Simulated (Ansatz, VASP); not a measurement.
**Two plane-wave programs on InSe**

The input INCAR:

```
SYSTEM = InSe
ALGO = Normal
EDIFF = 1E-6
ENCUT = 520
GGA = PE
ISIF = 2
ISMEAR = 0
IVDW = 12
LASPH = .True.
LCHARG = .True.
LELF = .True.
LREAL = .False.
LVHAR = .True.
LWAVE = .False.
NBANDS = 48
NELM = 60
PREC = Accurate
SIGMA = 0.03
```

The input KPOINTS:

```
k-points
0
Gamma
  12 12 2
  0 0 0
```

The input POSCAR:

```
InSe
1.0
    4.0317714860      0.0000000000      0.0000000000
   -2.0158857430      3.4916165292      0.0000000000
    0.0000000000      0.0000000000     16.7623717135
In Se
4 4
Direct
    0.3440733444      0.6881466887      0.1666581949
    0.6774066777      0.3548133554      0.6666581949
    0.3440733444      0.6881466887      0.3333418051
    0.6774066777      0.3548133554      0.8333418051
    0.3333333333      0.6666666667      0.5898711344
    0.6666666667      0.3333333333      0.0898711344
    0.3333333333      0.6666666667      0.9101288656
    0.6666666667      0.3333333333      0.4101288656
```

Input for Ansatz:

```yaml
crystal:
  lattice:
    - [4.031771486, 0.0, 0.0]
    - [-2.015885743, 3.4916165292, 0.0]
    - [0.0, 0.0, 16.7623717135]
  atoms:
    - { symbol: In, position: [0.3440733444, 0.6881466887, 0.1666581949] }
    - { symbol: In, position: [0.6774066777, 0.3548133554, 0.6666581949] }
    - { symbol: In, position: [0.3440733444, 0.6881466887, 0.3333418051] }
    - { symbol: In, position: [0.6774066777, 0.3548133554, 0.8333418051] }
    - { symbol: Se, position: [0.3333333333, 0.6666666667, 0.5898711344] }
    - { symbol: Se, position: [0.6666666667, 0.3333333333, 0.0898711344] }
    - { symbol: Se, position: [0.3333333333, 0.6666666667, 0.9101288656] }
    - { symbol: Se, position: [0.6666666667, 0.3333333333, 0.4101288656] }
basis:
  ecutwfc: 420
kpoints:
  mp_grid: { grid: [12, 12, 2] }
hamiltonian:
  xc: pbe
  dispersion: d3bj
scf:
  occupations: { method: gaussian, width: 0.03 }
output:
  forces: true
  stress: true
  eigenvalues: true
```

Change from the starting cell: all In atoms moved +0.075 Å, as atom 1 along Cartesian [0 1 0].

Alike in both runs: task single point; functional PBE; dispersion D3(BJ); k mesh 12 × 12 × 2; occupations gaussian, width 0.03 eV; no spin polarisation.

|  | VASP | Ansatz |
| --- | --- | --- |
| version | VASP 6.6.1 | Ansatz 0.2.0 |
| potentials or method | VASP PAW PBE potentials, release 64 (In_d, Se), cutoff 520 eV | scalar-relativistic, plane waves, PAW |
| valence electrons in the cell | 76 | 116 |

```csv
,VASP,Ansatz,Ansatz less VASP
gap on the k mesh at the Fermi level (eV),0.36,0.37,+0.013
least direct gap on the mesh (eV),0.36,0.37,+0.013
pressure (GPa),0.1,0.1,-0.03
rms of the force components (eV/Å),0.221,0.219,-0.0018
```

Atom by atom the forces differ by 0.008 eV/Å (rms over components). VASP's potentials hold 76 valence electrons a cell and Ansatz's 116, so a difference there can come from the potentials and not from the codes.
